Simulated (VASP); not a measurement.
# C in VASP: notebook, part 2 of 2

VASP 6.6.1.

## 4. Relaxation of shape and atoms at fixed volume, PBE (volume scaled by 1.03)

INCAR

```
SYSTEM = C
PREC = Accurate ; ENCUT = 600
EDIFF = 1E-6 ; ISMEAR = 0
SIGMA = 0.1 ; LREAL = .FALSE.
LASPH = .TRUE. ; NELM = 60
ALGO = Normal ; ISIF = 4
LWAVE = .FALSE. ; LCHARG = .FALSE.
GGA = PE ; IBRION = 2
NSW = 50 ; EDIFFG = -0.01
```

KPOINTS

```
regular mesh
0
G
  18 18 6
  0 0 0
```

POSCAR

```
C
1.0
    2.4909571463      0.0000000000      0.0000000000
   -1.2454785731      2.1572321684      0.0000000000
    0.0000000000      0.0000000000      8.5971390159
C
4
Direct
    0.0000000000      0.0000000000      0.0025000000
    0.0000000000      0.0000000000      0.5025000000
    0.3333333333      0.6666666667      0.0025000000
    0.6666666667      0.3333333333      0.5025000000
```

Potentials or basis: VASP PAW PBE potentials, release 64 (C).

On the command line:

```
$ cat potpaw_PBE.64/C/POTCAR > POTCAR
$ mpirun -np 1 vasp_std > vasp.out
```

OUTCAR:

```text
SYSTEM = C
   PREC = Accurate
   ENCUT = 600
   EDIFF = 1E-6
   ISMEAR = 0
   LREAL = .FALSE.
   LASPH = .TRUE.
   NELM = 60
   ISIF = 4
   GGA = PE
   IBRION = 2
   NSW = 50
   EDIFFG = -0.01

 ion  position               nearest neighbor table
   1  0.000  0.000  0.002-   3 1.44   3 1.44   3 1.44
   2  0.000  0.000  0.502-   4 1.44   4 1.44   4 1.44
   3  0.333  0.667  0.002-   1 1.44   1 1.44   1 1.44
   4  0.667  0.333  0.502-   2 1.44   2 1.44   2 1.44

  LATTYP: Found a hexagonal cell.
 ALAT       =     2.4909571463
 C/A-ratio  =     3.4513395900

  Lattice vectors:

 A1 = (   2.4909571463,   0.0000000000,   0.0000000000)
 A2 = (  -1.2454785731,   2.1572321684,   0.0000000000)
 A3 = (   0.0000000000,   0.0000000000,   8.5971390159)

Analysis of symmetry for initial positions (statically):
=====================================================================
 Subroutine PRICEL returns:
 Original cell was already a primitive cell.

 Routine SETGRP: Setting up the symmetry group for a
 hexagonal supercell.

 Subroutine GETGRP returns: Found 24 space group operations
 (whereof  6 operations were pure point group operations)
 out of a pool of 24 trial point group operations.

The static configuration has the point symmetry C_3v.
 The point group associated with its full space group is D_6h.

Analysis of symmetry for dynamics (positions and initial velocities):
=====================================================================
 Subroutine PRICEL returns:
 Original cell was already a primitive cell.

 Routine SETGRP: Setting up the symmetry group for a
 hexagonal supercell.

 Subroutine GETGRP returns: Found 24 space group operations
 (whereof  6 operations were pure point group operations)
 out of a pool of 24 trial point group operations.

The dynamic configuration has the point symmetry C_3v.
 The point group associated with its full space group is D_6h.

 Subroutine INISYM returns: Found 24 space group operations
 (whereof  6 operations are pure point group operations),
 and found     1 'primitive' translations

----------------------------------------------------------------------------------------

                                     Primitive cell

  volume of cell :      46.1974

  direct lattice vectors                    reciprocal lattice vectors
     2.490957146  0.000000000  0.000000000     0.401452109  0.231778483  0.000000000
    -1.245478573  2.157232168  0.000000000     0.000000000  0.463556966  0.000000000
     0.000000000  0.000000000  8.597139016     0.000000000  0.000000000  0.116317765

  length of vectors
     2.490957146  2.490957146  8.597139016     0.463556966  0.463556966  0.116317765

  position of ions in fractional coordinates (direct lattice)
     0.000000000  0.000000000  0.002500000
     0.000000000  0.000000000  0.502500000
     0.333333333  0.666666667  0.002500000
     0.666666667  0.333333333  0.502500000

  ion indices of the primitive-cell ions
   primitive index   ion index
                 1           1
                 2           2
[... 57 lines left out ...]
   number of dos      NEDOS =    301   number of ions     NIONS =      4
   total plane-waves  NPLWV =  28000
   dimension x,y,z NGX =    20 NGY =   20 NGZ =   70
   dimension x,y,z NGXF=    40 NGYF=   40 NGZF=  140
   ions per type =               4
   NGX,Y,Z   is equivalent  to a cutoff of  13.35, 13.35, 13.54 a.u.
   NGXF,Y,Z  is equivalent  to a cutoff of  26.70, 26.70, 27.07 a.u.
 SYSTEM =  C
   PREC   = accura    normal or accurate (medium, high low for compatibility)
   ISTART =      0    job   : 0-new  1-cont  2-samecut
   ICHARG =      2    charge: 1-file 2-atom 10-const
   ISPIN  =      1    spin polarized calculation?
   LNONCOLLINEAR =      F non collinear calculations
   LSORBIT =      F    spin-orbit coupling
   LASPH  =      T    aspherical Exc in radial PAW
   ENCUT  =  600.0 eV  44.10 Ry    6.64 a.u.   4.98  4.98 17.17*2*pi/ulx,y,z
   NELM   =     60;   NELMIN=  2; NELMDL= -5     # of ELM steps
   EDIFF  = 0.1E-05   stopping-criterion for ELM
   LREAL  =      F    real-space projection
   EDIFFG = -.1E-01   stopping-criterion for IOM
   NSW    =     50    number of steps for IOM
   IBRION =      2    ionic relax: 0-MD 1-quasi-New 2-CG
   NFREE  =      1    steps in history (QN), initial steepest desc. (CG)
   ISIF   =      4    stress and relaxation
   ISYM   =      2    0-nonsym 1-usesym 2-fastsym
   POTIM  = 0.5000    time-step for ionic-motion
   TEBEG  =    0.0;   TEEND  =   0.0 temperature during run
   PSTRESS=    0.0 pullay stress
   NELECT =      16.0000    total number of electrons
   NUPDOWN=      -1.0000    fix difference up-down
   EMIN   =  10.00;   EMAX   =-10.00  energy-range for DOS
   EFERMI =   0.00;   METHOD = LEGACY
   ISMEAR =     0;   SIGMA  =   0.10  broadening in eV -4-tet -1-fermi 0-gaus
   EFERMI_NEDOS =   21; number of points for ismear=-14 and -15
   IALGO  =     38    algorithm
   IMIX   =      4    mixing-type and parameters
     AMIX     =   0.40;   BMIX     =  1.00
     AMIX_MAG =   1.60;   BMIX_MAG =  1.00
  volume/ion in A,a.u.               =      11.55        77.94
  Fermi-wavevector in a.u.,A,eV,Ry     =   1.149677  2.172574 17.983594  1.321757
  Thomas-Fermi vector in A             =   2.286345
   LORBIT       =      0    0 simple, 1 ext, 2 COOP (PROOUT), +10 PAW based schemes
   GGA     = PE    functional components
   LHFCALC =     F    Hartree Fock is set to
   AEXX    =    0.0000 exact exchange contribution
   IVDW    =     0    specifies the selected vdW correction
   LEPSILON=     F    determine dielectric tensor
   LRPA    =     F    only Hartree local field effects (RPA)
 conjugate gradient relaxation of ions
 non-spin polarized calculation
 Gauss-broadening in eV      SIGMA  =   0.10
  energy-cutoff  :      600.00
  volume of cell :       46.20
 maximum number of plane-waves:      1569
 NGX is ok and might be reduce to    20
   NGX =  9   NGY =  9   NGZ = 35

--------------------------------------- Ionic step        1  -------------------------------------------

 number of electron      15.9999999 magnetization

 Free energy of the ion-electron system (eV)
  ---------------------------------------------------
  ext. energy  EPLUGINS =         0.00000000
  ---------------------------------------------------
  free energy    TOTEN  =       -36.89122730 eV

  energy without entropy =      -36.89016519  energy(sigma->0) =      -36.89069624

------------------------ aborting loop because EDIFF is reached ----------------------------------------

  FORCE on cell =-STRESS in cart. coord.  units (eV):
  Direction    XX          YY          ZZ          XY          YZ          ZX
  --------------------------------------------------------------------------------------
  -------------------------------------------------------------------------------------
  Total       -2.5928877     -2.5928877     -0.0630924     -0.0000000     -0.0000000      0.0000000
  in kB      -89.9243282    -89.9243282     -2.1881159     -0.0000000     -0.0000000      0.0000000
  external PRESSURE =     -60.6789241 kB  Pullay stress =       0.0000000 kB
[... 63 lines left out ...]
--------------------------------------- Ionic step        3  -------------------------------------------

 number of electron      16.0000000 magnetization

 Free energy of the ion-electron system (eV)
  ---------------------------------------------------
  ext. energy  EPLUGINS =         0.00000000
  ---------------------------------------------------
  free energy    TOTEN  =       -36.91536570 eV

  energy without entropy =      -36.91424185  energy(sigma->0) =      -36.91480377

 E-fermi :   2.5975     XC(G=0):  -8.5514

 val. band max:        2.5971902779   @ k =   0.3333   0.3333   0.1667
 cond. band min:       2.5976248554   @ k =   0.3333   0.3333   0.3333
 fundamental gap:      0.0004345775
 Fermi energy:         2.5974798989

 k-point     1 :       0.0000    0.0000    0.0000
  band No.  band energies     occupation
      1     -16.9222      2.00000
      2     -16.8950      2.00000
      3      -5.2028      2.00000
      4      -4.8015      2.00000
      5      -0.4484      2.00000
      6      -0.4484      2.00000
      7      -0.4477      2.00000
      8      -0.4477      2.00000
      9       5.6180      0.00000
     10       8.6869      0.00000
     11      10.8909      0.00000
     12      10.8917      0.00000
[... 331 lines left out ...]
 k-point    24 :       0.3889    0.1111    0.0000
  band No.  band energies     occupation
      1     -12.2403      2.00000
      2     -12.2236      2.00000
      3      -9.6099      2.00000
      4      -9.5975      2.00000
      5      -4.6425      2.00000
      6      -4.6382      2.00000
      7      -0.0345      2.00000
      8       0.1766      2.00000
      9       4.6519      0.00000
     10       4.8158      0.00000
     11      11.1879      0.00000
     12      11.2395      0.00000

 [... further k-points ...]
[... 5 lines left out ...]
  --------------------------------------------------------------------------------------
  -------------------------------------------------------------------------------------
  Total       -0.0711982     -0.0711982     -0.0707471     -0.0000000      0.0000000      0.0000000
  in kB       -2.4692355     -2.4692355     -2.4535915     -0.0000000      0.0000000      0.0000000
  external PRESSURE =      -2.4640208 kB  Pullay stress =       0.0000000 kB
[... 19 lines left out ...]
  FREE ENERGIE OF THE ION-ELECTRON SYSTEM (eV)
  ---------------------------------------------------
  free  energy   TOTEN  =       -36.9153657016 eV

  energy  without entropy=      -36.9142418479  energy(sigma->0) =      -36.91480377

 reached required accuracy - stopping structural energy minimisation
```

OSZICAR:

```text
N       E                     dE             d eps       ncg     rms          rms(c)
DAV:   1     0.636256265440E+02    0.63626E+02   -0.84815E+03  3560   0.134E+03
DAV:   2    -0.337024618013E+02   -0.97328E+02   -0.88472E+02  5176   0.234E+02
DAV:   3    -0.390734482083E+02   -0.53710E+01   -0.53244E+01  4428   0.570E+01
[... 23 lines left out ...]
DAV:   2    -0.369154864172E+02    0.23318E-03   -0.27182E-04  3740   0.132E-01    0.418E-02
DAV:   3    -0.369153664070E+02    0.12001E-03   -0.35551E-04  4140   0.129E-01    0.124E-02
DAV:   4    -0.369153666786E+02   -0.27161E-06   -0.12160E-05  3972   0.278E-02    0.437E-03
DAV:   5    -0.369153656774E+02    0.10012E-05   -0.16334E-06  3180   0.104E-02    0.946E-04
DAV:   6    -0.369153657016E+02   -0.24171E-07   -0.24190E-07  2344   0.405E-03
   3 F= -.36915366E+02 E0= -.36914804E+02  d E =-.241384E-01
```

CONTCAR:

```text
C
   1.00000000000000
     2.4674901290301485   -0.0000000000016884    0.0000000000000000
    -1.2337450644670078    2.1369091352964271    0.0000000000000000
    -0.0000000000000000   -0.0000000000000000    8.7614424701234590
  C
     4
Direct
     0.0000000000000000    0.0000000000000000    0.0024999999999977
     0.0000000000000000    0.0000000000000000    0.5024999999999977
     0.3333333332999970    0.6666666667000030    0.0024999999999977
     0.6666666667000030    0.3333333332999970    0.5024999999999977

  0.00000000E+00  0.00000000E+00  0.00000000E+00
  0.00000000E+00  0.00000000E+00  0.00000000E+00
  0.00000000E+00  0.00000000E+00  0.00000000E+00
  0.00000000E+00  0.00000000E+00  0.00000000E+00
```

It took 4.9 min on 1 thread of AMD EPYC 7R13, shared host; peak memory 0.19 GiB.

Results:

| Property | Result |
| --- | --- |
| Free energy | -36.9154 eV |
| Energy gained by relaxing | 6.0 meV/atom |
| Ionic steps | 3 |
| Pressure after relaxing | -0.2 GPa |
| Band gap on the k mesh | zero (filled and empty bands touch) |

Step by step:
| step | energy change (eV) | largest force (eV/Å) | pressure (GPa) | volume (Å³) |
| --- | --- | --- | --- | --- |
| 1 | 0.0000 | 0.0000 | -6.07 | 46.20 |
| 2 | -0.0240 | 0.0000 | 0.17 | 46.20 |
| 3 | -0.0241 | 0.0000 | -0.25 | 46.20 |

Final structure:
```
CELL_PARAMETERS angstrom
2.46749 0.00000 0.00000
-1.23375 2.13691 0.00000
0.00000 0.00000 8.76144
ATOMIC_POSITIONS crystal
C 0.00000 0.00000 0.00250
C 0.00000 0.00000 0.50250
C 0.33333 0.66667 0.00250
C 0.66667 0.33333 0.50250
```

Caveat: the cell differs from its parent crystal (volume scaled by 1.03); this functional lacks dispersion, which binds the layers, so the pressure and a relaxed spacing across them are unreliable.

## 5. Relaxation of cell and atoms, PBE

This run uses another cell than the first one, of 11.21 Å³/atom, 0.971 times its volume.

INCAR

```
ALGO = Normal
EDIFF = 1E-6
EDIFFG = -0.005
ENCUT = 600
GGA = PE
IBRION = 2
ISIF = 3
ISMEAR = 0
LASPH = T
LCHARG = F
LREAL = F
LWAVE = F
NELM = 80
NSW = 100
PREC = Accurate
SIGMA = 0.1
```

KPOINTS

```
k-points
0
Gamma
  18 18 6
```

POSCAR

```
C
1.0
    2.4665344233      0.0000000000      0.0000000000
   -1.2332672117      2.1360814699      0.0000000000
    0.0000000000      0.0000000000      8.5128477067
C
4
Direct
    0.0000000000      0.0000000000      0.0025001007
    0.0000000000      0.0000000000      0.5025001007
    0.3333333333      0.6666666667      0.0024998993
    0.6666666667      0.3333333333      0.5024998993
```

On the command line:

```
$ cat potpaw_PBE.64/C/POTCAR > POTCAR
$ mpirun -np 1 vasp_std > vasp.out
```

Wall time 7.2 min (1 thread of Intel Xeon Platinum 8375C at 2.90GHz (Ice Lake), shared host); peak memory 0.22 GiB.

Results (log left out):

| Quantity | Value |
| --- | --- |
| Free energy | -36.9167 eV |
| Relaxed volume | 10.42 Å³/atom |
| Relaxed cell | a = 2.467 Å, b = 2.467 Å, c = 7.906 Å, α = 90.00°, β = 90.00°, γ = 120.00° |
| Space group after relaxing (to 0.05 Å) | P6_3/mmc (No. 194) |
| Energy gained by relaxing | 0.7 meV/atom |
| Ionic steps | 16 |
| Pressure after relaxing | 0.0 GPa |
| Band gap on the k mesh | zero (filled and empty bands overlap) |

Stress tensor (GPa, compression positive):
```
-0.08  0.00  0.00
 0.00 -0.08  0.00
 0.00  0.00  0.01
```

Step by step:
| step | energy change (eV) | largest force (eV/Å) | pressure (GPa) | volume (Å³) |
| --- | --- | --- | --- | --- |
| 1 | 0.0000 | 0.0000 | 0.02 | 44.85 |
| 2 | 0.0000 | 0.0000 | -0.28 | 44.86 |
| 3 | 0.0000 | 0.0000 | -0.18 | 44.86 |
| 4 | -0.0001 | 0.0000 | -0.17 | 44.83 |
| 5 | -0.0002 | 0.0000 | -0.14 | 44.76 |
| 6 | -0.0004 | 0.0000 | -0.13 | 44.61 |
| 7 | -0.0008 | 0.0000 | -0.11 | 44.31 |
| 8 | -0.0015 | 0.0000 | -0.09 | 43.71 |
| 9 | -0.0025 | 0.0000 | 0.04 | 42.50 |
| 10 | -0.0011 | 0.0000 | 0.39 | 40.10 |
| 11 | -0.0027 | 0.0000 | 0.10 | 41.99 |
| 12 | -0.0027 | 0.0000 | 0.15 | 41.68 |
| 13 | -0.0012 | 0.0000 | -1.55 | 41.52 |
| 14 | -0.0027 | 0.0000 | -0.01 | 41.67 |
| 15 | -0.0027 | 0.0000 | -0.08 | 41.66 |
| 16 | -0.0027 | 0.0000 | -0.05 | 41.66 |

Final structure:
```xyz
4
Lattice="2.4668 0.0000 0.0000 -1.2334 2.1363 0.0000 0.0000 0.0000 7.9056" Properties=species:S:1:pos:R:3 pbc="T T T"
C     0.0000    0.0000    0.0198
C     0.0000    0.0000    3.9726
C     0.0000    1.4242    0.0198
C     1.2334    0.7121    3.9726
```

Levels at points of the mesh, in eV from the Fermi level:
```tsv
k point	band 6	band 7	band 8	band 9	band 10	band 11
(0.00, 0.00, 0.00)	-3.04	-3.04	-3.04	3.34	7.41	8.30
(0.50, 0.00, 0.00)	-6.41	-2.49	-2.24	1.55	1.87	7.31
(0.00, 0.00, 0.50)	-3.04	-3.04	-3.04	4.93	4.93	8.31
(0.50, 0.00, 0.50)	-6.41	-2.36	-2.36	1.67	1.67	7.36
```

Caveat: this functional lacks dispersion, which binds the layers, so the pressure and a relaxed spacing across them are unreliable.

## 6. Single point, PBE (strained and its atoms moved)

INCAR

```
SYSTEM = C
PREC = Accurate
ENCUT = 520
EDIFF = 1E-6
ISMEAR = 0
SIGMA = 0.1
LREAL = .False.
LASPH = .True.
NELM = 80
ALGO = Normal
ISIF = 2
LWAVE = .False.
LCHARG = .False.
GGA = PE
NBANDS = 16
```

KPOINTS

```
Automatic mesh
0
Gamma
  16 16 6
  0 0 0
```

POSCAR

```
C
1.0
    2.5093458914      0.0246999881      0.0026181987
   -1.2332821286      2.1361009010     -0.0000042595
    0.0071974000      0.0041419000      6.8079935000
C
4
Direct
    0.0239086162      0.0119543081      0.0052883586
   -0.0149030052     -0.0074515026      0.4909111004
    0.3059153298      0.6529576650      0.0088382147
    0.6850790592      0.3425395296      0.5049623263
```

Potentials or basis: VASP PAW PBE potentials, release 64 (C).

On the command line:

```
$ cat potpaw_PBE.64/C/POTCAR > POTCAR
$ mpirun -np 1 vasp_std > vasp.out
```

Wall time 80 s (1 thread of Intel Xeon 6975P-C (Granite Rapids), shared host); peak memory 0.28 GiB.

It converged, with:

```yaml
Free_energy: -36.2899 eV
Pressure: -3.2 GPa
Largest_force: 4.846 eV/Å
Band_gap_on_the_k_mesh: 0.11 eV, direct
```

Forces on the atoms (eV/Å):
```
C   -4.185 -2.416  0.356
C    2.883  1.664  1.550
C    4.183  2.415 -0.393
C   -2.881 -1.664 -1.513
```

Stress tensor (GPa, compression positive):
```
-13.53 -13.13  -0.79
-13.13   1.64  -0.46
 -0.79  -0.46   2.18
```

Levels at points of the mesh, in eV from the valence-band top:
| k point | band 4 | band 5 | band 6 | band 7 | band 8 | band 9 | band 10 | band 11 | band 12 | band 13 |
| --- | --- | --- | --- | --- | --- | --- | --- | --- | --- | --- |
| (0.00, 0.00, 0.00) | -6.28 | -4.45 | -3.84 | -1.79 | -1.20 | 4.33 | 5.71 | 6.44 | 9.87 | 10.41 |
| (0.50, 0.00, 0.00) | -11.93 | -6.79 | -6.41 | -3.34 | -2.65 | 2.44 | 3.39 | 7.29 | 7.66 | 11.01 |
| (0.00, 0.50, 0.00) | -13.16 | -5.91 | -5.73 | -2.21 | -1.55 | 1.15 | 1.70 | 6.51 | 6.90 | 11.34 |
| (0.00, 0.00, 0.50) | -7.21 | -4.45 | -3.84 | -1.79 | -1.20 | 5.71 | 6.44 | 6.62 | 7.04 | 9.87 |
| (0.50, 0.00, 0.50) | -11.94 | -6.79 | -6.41 | -3.09 | -2.82 | 2.48 | 3.00 | 7.42 | 7.52 | 12.10 |
| (0.00, 0.50, 0.50) | -13.18 | -5.91 | -5.74 | -1.89 | -1.72 | 1.16 | 1.32 | 6.61 | 6.81 | 12.35 |

Caveat: the cell differs from its parent crystal (strained and its atoms moved); this functional lacks dispersion, which binds the layers, so the pressure and a relaxed spacing across them are unreliable; forces of over 1 eV/Å act on the atoms, so gaps and moduli don't describe the material at rest. A k mesh can miss the band edges.

## 7. Summary

| task | cell | k mesh | cutoff (eV) | gap on the mesh (eV) | pressure (GPa) | relaxed volume (Å³/atom) |
| --- | --- | --- | --- | --- | --- | --- |
| single point | a = 2.467, b = 2.467, c = 8.768 Å, angles 90.0, 90.0, 120.0°, 4 atoms | 18 × 18 × 6 | 520 | none | 0.3 | - |
| single point | a = 2.467, b = 2.467, c = 9.020 Å, angles 90.0, 90.0, 120.0°, 4 atoms | 18 × 18 × 6 | 520 | none | 0.2 | - |
| relaxation of shape and atoms at fixed volume | relaxed from a = 2.491, b = 2.491, c = 8.597 Å, angles 90.0, 90.0, 120.0°, 4 atoms | 18 × 18 × 6 | 600 | none | -0.2 | 11.55 |
| relaxation of cell and atoms | relaxed from a = 2.467, b = 2.467, c = 8.513 Å, angles 90.0, 90.0, 120.0°, 4 atoms | 18 × 18 × 6 | 600 | none | 0.0 | 10.42 |
| single point | a = 2.509, b = 2.467, c = 6.808 Å, angles 90.0, 89.9, 119.4°, 4 atoms | 16 × 16 × 6 | 520 | 0.11 | -3.2 | - |

Alike in all rows: level PBE; potentials or basis VASP PAW PBE potentials, release 64 (C); no spin polarisation; smearing gaussian 0.1 eV.

Caveats: this functional lacks dispersion, which binds the layers, so the pressure and a relaxed spacing across them are unreliable; forces of over 1 eV/Å act on the atoms, so gaps and moduli don't describe the material at rest (some runs).

Total energies depend on the potentials used, so only differences within one code and one set of settings carry meaning.
